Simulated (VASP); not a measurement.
# WC (P-6m2) in VASP: notebook

The runs below take WC through electric field gradients, with PBE.

All numbers are computed with VASP 6.6.1; they aren't measurements. Logs are shortened: lines on timing, memory, paths and dates and some standing lists are left out, and cuts for length are marked.

## Step 1: The cell of the first run

The structure is hexagonal, space group P-6m2 (No. 187). Conventional cell: a = 2.901 Å, b = 2.901 Å, c = 2.829 Å, α = 90.00°, β = 90.00°, γ = 120.00°. W (site symmetry -6m2) has 6 C at 2.19 Å and 2 W at 2.83 Å within 2.9 Å. Within 2.9 Å of C (site symmetry -6m2) lie 6 W at 2.19 Å and 2 C at 2.83 Å.

## Step 2: Electric field gradients, PBE

Input file INCAR:

```
SYSTEM = WC
ALGO     = Normal         ! electronic algorithm
EDIFF    = 1E-8           ! SCF threshold, eV
ENCUT    = 520            ! plane-wave cutoff, eV
GGA      = PE             ! functional
ISIF     = 2              ! what is computed and relaxed
ISMEAR   = -1             ! smearing method
LASPH    = .TRUE.         ! aspherical terms in the spheres
LCHARG   = .FALSE.        ! write CHGCAR
LEFG     = .TRUE.       
LREAL    = .FALSE.        ! projectors in reciprocal space
LWAVE    = .FALSE.        ! write WAVECAR
NBANDS   = 16             ! bands
NELM     = 60             ! most SCF steps
PREC     = Accurate       ! precision mode
SIGMA    = 0.05           ! smearing width, eV
```

Input file KPOINTS:

```
k-points
0
G
  13 13 12
  0 0 0
```

Input file POSCAR:

```
WC
1.0
    2.9005014360      0.0000000000      0.0000000000
   -1.4502507180      2.5119079273      0.0000000000
    0.0000000000      0.0000000000      2.8290000000
W C
1 1
Direct
    0.0000000000      0.0000000000      0.0000000000
    0.6666666667      0.3333333333      0.5000000000
```

Potentials or basis: VASP PAW PBE potentials, release 64 (W_sv, C).

Started as:

```
> cat potpaw_PBE.64/W_sv/POTCAR potpaw_PBE.64/C/POTCAR > POTCAR
> mpirun -np 1 vasp_std > vasp.out
```

OUTCAR:

```text
SYSTEM = WC
   EDIFF = 1E-8
   ENCUT = 520
   GGA = PE
   ISIF = 2
   ISMEAR = -1
   LASPH = .TRUE.
   LREAL = .FALSE.
   NELM = 60
   PREC = Accurate

 ion  position               nearest neighbor table
   1  0.000  0.000  0.000-   2 2.19   2 2.19   2 2.19   2 2.19   2 2.19   2 2.19
   2  0.667  0.333  0.500-   1 2.19   1 2.19   1 2.19   1 2.19   1 2.19   1 2.19

  LATTYP: Found a hexagonal cell.
 ALAT       =     2.9005014360
 C/A-ratio  =     0.9753485949

  Lattice vectors:

 A1 = (   2.9005014360,   0.0000000000,   0.0000000000)
 A2 = (  -1.4502507180,   2.5119079273,   0.0000000000)
 A3 = (   0.0000000000,   0.0000000000,   2.8290000000)

Analysis of symmetry for initial positions (statically):
=====================================================================
 Subroutine PRICEL returns:
 Original cell was already a primitive cell.

 Routine SETGRP: Setting up the symmetry group for a
 hexagonal supercell.

 Subroutine GETGRP returns: Found 12 space group operations
 (whereof 12 operations were pure point group operations)
 out of a pool of 24 trial point group operations.

The static configuration has the point symmetry D_3h.

Analysis of symmetry for dynamics (positions and initial velocities):
=====================================================================
 Subroutine PRICEL returns:
 Original cell was already a primitive cell.

 Routine SETGRP: Setting up the symmetry group for a
 hexagonal supercell.

 Subroutine GETGRP returns: Found 12 space group operations
 (whereof 12 operations were pure point group operations)
 out of a pool of 24 trial point group operations.

The dynamic configuration has the point symmetry D_3h.

 Subroutine INISYM returns: Found 12 space group operations
 (whereof 12 operations are pure point group operations),
 and found     1 'primitive' translations

----------------------------------------------------------------------------------------

                                     Primitive cell

  volume of cell :      20.6115

  direct lattice vectors                    reciprocal lattice vectors
     2.900501436  0.000000000  0.000000000     0.344767973  0.199051882  0.000000000
    -1.450250718  2.511907927  0.000000000     0.000000000  0.398103764  0.000000000
     0.000000000  0.000000000  2.829000000     0.000000000  0.000000000  0.353481796

  length of vectors
     2.900501436  2.900501436  2.829000000     0.398103764  0.398103764  0.353481796

  position of ions in fractional coordinates (direct lattice)
     0.000000000  0.000000000  0.000000000
     0.666666667  0.333333333  0.500000000

  ion indices of the primitive-cell ions
   primitive index   ion index
                 1           1
                 2           2

----------------------------------------------------------------------------------------

 KPOINTS: k-points

Automatic generation of k-mesh.
 Grid dimensions read from file:
 generate k-points for:   13   13   12

 Generating k-lattice:

  Cartesian coordinates                     Fractional coordinates (reciprocal lattice)
     0.026520613  0.015311683  0.000000000     0.076923077 -0.000000000  0.000000000
     0.000000000  0.030623366  0.000000000     0.000000000  0.076923077  0.000000000
     0.000000000  0.000000000  0.029456816     0.000000000  0.000000000  0.083333333

  Length of vectors
     0.030623366  0.030623366  0.029456816

  Shift w.r.t. Gamma in fractional coordinates (k-lattice)
     0.000000000  0.000000000  0.000000000

 Subroutine IBZKPT returns following result:
 ===========================================

 Found    147 irreducible k-points:

 Following reciprocal coordinates:
            Coordinates               Weight
  0.000000  0.000000  0.000000      1.000000
  0.076923 -0.000000  0.000000      6.000000
  0.153846  0.000000  0.000000      6.000000
  0.230769  0.000000  0.000000      6.000000
  0.307692  0.000000  0.000000      6.000000
  0.384615  0.000000  0.000000      6.000000
[... 16 lines left out ...]
  0.076923 -0.000000  0.083333     12.000000
  0.153846  0.000000  0.083333     12.000000
 [... further k-points ...]
   k-points           NKPTS =    147   k-points in BZ     NKDIM =    147   number of bands    NBANDS=     16
   number of dos      NEDOS =    301   number of ions     NIONS =      2
   total plane-waves  NPLWV =  13824
   dimension x,y,z NGX =    24 NGY =   24 NGZ =   24
   dimension x,y,z NGXF=    48 NGYF=   48 NGZF=   48
   ions per type =               1   1
   NGX,Y,Z   is equivalent  to a cutoff of  13.76, 13.76, 14.10 a.u.
   NGXF,Y,Z  is equivalent  to a cutoff of  27.51, 27.51, 28.21 a.u.
 SYSTEM =  WC
   PREC   = accura    normal or accurate (medium, high low for compatibility)
   ISTART =      0    job   : 0-new  1-cont  2-samecut
   ICHARG =      2    charge: 1-file 2-atom 10-const
   ISPIN  =      1    spin polarized calculation?
   LNONCOLLINEAR =      F non collinear calculations
   LSORBIT =      F    spin-orbit coupling
   LASPH  =      T    aspherical Exc in radial PAW
   ENCUT  =  520.0 eV  38.22 Ry    6.18 a.u.   5.39  5.39  5.26*2*pi/ulx,y,z
   NELM   =     60;   NELMIN=  2; NELMDL= -5     # of ELM steps
   EDIFF  = 0.1E-07   stopping-criterion for ELM
   LREAL  =      F    real-space projection
   EDIFFG = 0.1E-06   stopping-criterion for IOM
   NSW    =      0    number of steps for IOM
   IBRION =     -1    ionic relax: 0-MD 1-quasi-New 2-CG
   NFREE  =      0    steps in history (QN), initial steepest desc. (CG)
   ISIF   =      2    stress and relaxation
   ISYM   =      2    0-nonsym 1-usesym 2-fastsym
   POTIM  = 0.5000    time-step for ionic-motion
   TEBEG  =    0.0;   TEEND  =   0.0 temperature during run
   PSTRESS=    0.0 pullay stress
   NELECT =      18.0000    total number of electrons
   NUPDOWN=      -1.0000    fix difference up-down
   EMIN   =  10.00;   EMAX   =-10.00  energy-range for DOS
   EFERMI =   0.00;   METHOD = LEGACY
   ISMEAR =    -1;   SIGMA  =   0.05  broadening in eV -4-tet -1-fermi 0-gaus
   EFERMI_NEDOS =   21; number of points for ismear=-14 and -15
   IALGO  =     38    algorithm
   IMIX   =      4    mixing-type and parameters
     AMIX     =   0.40;   BMIX     =  1.00
     AMIX_MAG =   1.60;   BMIX_MAG =  1.00
  volume/ion in A,a.u.               =      10.31        69.55
  Fermi-wavevector in a.u.,A,eV,Ry     =   1.564813  2.957068 33.315762  2.448639
  Thomas-Fermi vector in A             =   2.667381
   LORBIT       =      0    0 simple, 1 ext, 2 COOP (PROOUT), +10 PAW based schemes
   GGA     = PE    functional components
   LHFCALC =     F    Hartree Fock is set to
   AEXX    =    0.0000 exact exchange contribution
   IVDW    =     0    specifies the selected vdW correction
   LEPSILON=     F    determine dielectric tensor
   LRPA    =     F    only Hartree local field effects (RPA)
 non-spin polarized calculation
  energy-cutoff  :      520.00
  volume of cell :       20.61
 maximum number of plane-waves:       580
 NGX is ok and might be reduce to    24
   NGX = 11   NGY = 11   NGZ = 11

 number of electron      18.0000001 magnetization

 Free energy of the ion-electron system (eV)
  ---------------------------------------------------
  ext. energy  EPLUGINS =         0.00000000
  ---------------------------------------------------
  free energy    TOTEN  =       -22.43606380 eV

  energy without entropy =      -22.43332139  energy(sigma->0) =      -22.43469260

 E-fermi :  11.1873     XC(G=0): -13.8375

 val. band max:       11.1545832869   @ k =   0.4615   0.0769   0.4167
 cond. band min:      11.1873344683   @ k =   0.0769   0.0769   0.4167
 fundamental gap:      0.0327511814
 Fermi energy:        11.1873315033

 k-point     1 :       0.0000    0.0000    0.0000
  band No.  band energies     occupation
      1     -62.8099      2.00000
      2     -26.7875      2.00000
      3     -26.6883      2.00000
      4     -26.6883      2.00000
      5      -3.3263      2.00000
      6       6.8272      2.00000
[... 8 lines left out ...]
     15      25.5941      0.00000
     16      27.9741      0.00000

 k-point     2 :       0.0769   -0.0000    0.0000
  band No.  band energies     occupation
      1     -62.8064      2.00000
      2     -26.7810      2.00000
      3     -26.7387      2.00000
      4     -26.6997      2.00000
      5      -3.1694      2.00000
      6       6.8721      2.00000
[... 8 lines left out ...]
     15      25.2737      0.00000
     16      28.3039      0.00000

 k-point     3 :       0.1538    0.0000    0.0000
  band No.  band energies     occupation
      1     -62.7969      2.00000
      2     -26.8764      2.00000
      3     -26.7631      2.00000
      4     -26.7311      2.00000
      5      -2.7224      2.00000
      6       6.5679      2.00000
[... 8 lines left out ...]
     15      24.9285      0.00000
     16      29.2217      0.00000

 k-point     4 :       0.2308    0.0000    0.0000
  band No.  band energies     occupation
      1     -62.7835      2.00000
      2     -27.0659      2.00000
      3     -26.7750      2.00000
      4     -26.7376      2.00000
      5      -2.0528      2.00000
      6       5.8148      2.00000
[... 8 lines left out ...]
     15      25.1058      0.00000
     16      29.5464      0.00000
[... 324 lines left out ...]
 k-point    22 :       0.0000    0.0000    0.0833
  band No.  band energies     occupation
      1     -62.8070      2.00000
      2     -26.8413      2.00000
      3     -26.6837      2.00000
      4     -26.6837      2.00000
      5      -3.1545      2.00000
      6       6.7429      2.00000
[... 8 lines left out ...]
     15      25.9882      0.00000
     16      28.0130      0.00000

 k-point    23 :       0.0769   -0.0000    0.0833
  band No.  band energies     occupation
      1     -62.8036      2.00000
      2     -26.8348      2.00000
      3     -26.7337      2.00000
      4     -26.6950      2.00000
      5      -3.0014      2.00000
      6       6.8162      2.00000
[... 8 lines left out ...]
     15      25.4560      0.00000
     16      28.3009      0.00000

 k-point    24 :       0.1538    0.0000    0.0833
  band No.  band energies     occupation
      1     -62.7941      2.00000
      2     -26.8720      2.00000
      3     -26.8148      2.00000
      4     -26.7263      2.00000
      5      -2.5662      2.00000
      6       6.6351      2.00000
[... 8 lines left out ...]
     15      24.8479      0.00000
     16      29.1225      0.00000

 [... further k-points ...]

------------------------ aborting loop because EDIFF is reached ----------------------------------------

  FORCE on cell =-STRESS in cart. coord.  units (eV):
  Direction    XX          YY          ZZ          XY          YZ          ZX
  --------------------------------------------------------------------------------------
  -------------------------------------------------------------------------------------
  Total        1.2105220      1.2105220      1.2691291     -0.0000000      0.0000000      0.0000000
  in kB       94.0965082     94.0965082     98.6521690     -0.0000000      0.0000000      0.0000000
  external PRESSURE =      95.6150618 kB  Pullay stress =       0.0000000 kB

 VOLUME and BASIS-vectors are now :
 -----------------------------------------------------------------------------
  energy-cutoff  :      520.00
  volume of cell :       20.61
      direct lattice vectors                 reciprocal lattice vectors
     2.900501436  0.000000000  0.000000000     0.344767973  0.199051882  0.000000000
    -1.450250718  2.511907927  0.000000000     0.000000000  0.398103764  0.000000000
     0.000000000  0.000000000  2.829000000     0.000000000  0.000000000  0.353481796

 POSITION                                       TOTAL-FORCE (eV/Angst)
 -----------------------------------------------------------------------------------
      0.00000      0.00000      0.00000        -0.000000      0.000000      0.000000
      1.45025      0.83730      1.41450         0.000000     -0.000000      0.000000
 -----------------------------------------------------------------------------------
    total drift:                                0.000000     -0.000000      0.000000

  FREE ENERGIE OF THE ION-ELECTRON SYSTEM (eV)
  ---------------------------------------------------
  free  energy   TOTEN  =       -22.4360638044 eV

  energy  without entropy=      -22.4333213900  energy(sigma->0) =      -22.43469260

 Electric field gradients (V/A^2)
---------------------------------------------------------------------
 ion       V_xx      V_yy      V_zz      V_xy      V_xz      V_yz
---------------------------------------------------------------------
   1      72.263    72.264  -144.527     0.000     0.000     0.000
   2      -0.167    -0.166     0.333     0.000     0.000    -0.000
---------------------------------------------------------------------

 Electric field gradients after diagonalization (V/A^2)
 (convention: |V_zz| > |V_xx| > |V_yy|)
----------------------------------------------------------------------
 ion       V_xx      V_yy      V_zz     asymmetry (V_yy - V_xx)/ V_zz
----------------------------------------------------------------------
   1      72.264    72.263  -144.527       0.000
   2      -0.167    -0.166     0.333       0.003
----------------------------------------------------------------------

           NMR quadrupolar parameters

 Cq : quadrupolar parameter    Cq=e*Q*V_zz/h
 eta: asymmetry parameters     (V_yy - V_xx)/ V_zz
 Q  : nuclear electric quadrupole moment in mb (millibarn)
----------------------------------------------------------------------
 ion       Cq(MHz)       eta       Q (mb)
----------------------------------------------------------------------
   1      -0.349       0.000       1.000
   2       0.001       0.003       1.000
----------------------------------------------------------------------
```

Wall time 71 s (1 thread of AMD EPYC 7R43 (Zen 3), shared host); peak memory 0.14 GiB.

Results:

* Free energy: -22.4361 eV
* Pressure: 9.6 GPa
* Band gap on the k mesh: zero (band 9 reaches 11.87 eV, above the bottom of band 10 at 10.58 eV)

Electric field gradients, principal values (V/Å²):
| atom | least | middle | greatest (by size) |
| --- | --- | --- | --- |
| 1 W | 72.263 | 72.264 | -144.527 |
| 2 C | -0.166 | -0.167 | 0.333 |

Caveat: without QUAD_EFG the Cq values of the log hold for a quadrupole moment of 1 mb, not for the nuclei; spin-orbit coupling is left out, which moves the levels of the heavy elements.

[end of part 1 of 2]
